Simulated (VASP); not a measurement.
AlNi3, 4 atoms in the cell. It takes space group Fm-3m (No. 225, cubic). The conventional cell has a = 5.181 Å, b = 5.181 Å, c = 5.181 Å, α = 90.00°, β = 90.00°, γ = 90.00°. Within 3.0 Å of Al (site symmetry m-3m) lie 14 Ni at 2.24 to 2.59 Å. Ni (site symmetry -43m) has 4 Al at 2.24 Å and 10 Ni at 2.24 to 2.59 Å within 3.0 Å. Within 3.0 Å of Ni (site symmetry m-3m) lie 8 Ni at 2.24 Å and 6 Al at 2.59 Å. 

| Property | Result |
| --- | --- |
| Program | VASP 6.6.1 |
| Task | single point |
| Functional | LDA |
| Potentials or basis | VASP PAW LDA potentials, release 64 (Al, Ni) |
| Cutoff | 520 eV |
| k mesh | 14 × 14 × 14 |
| Occupations | gaussian, width 0.15 eV |
| Spin | collinear spin, ferromagnetic start |
| Starting moments | [0.0, 0.625, 0.625, 0.625] μB |
| Fixed moment | 1.875 μB |
| Dipole correction | no |
| Further INCAR settings | ALGO = Fast; EDIFF = 1e-07; NBANDS = 28 |

Potentials or basis: VASP PAW LDA potentials, release 64 (Al, Ni).

The run is started by

```console
$ cat potpaw_LDA.64/Al/POTCAR potpaw_LDA.64/Ni/POTCAR > POTCAR
$ mpirun -np 1 vasp_std > vasp.out
```

Hardware: 1 thread of Intel(R) Xeon(R) 6975P-C (Granite Rapids), on a shared host.

Q: How long does it take, and how much memory?

A: It took 110 s on 1 thread of Intel(R) Xeon(R) 6975P-C (Granite Rapids), on a shared host, peak memory 0.25 GiB. Counts: scf iterations 16, k points 104.
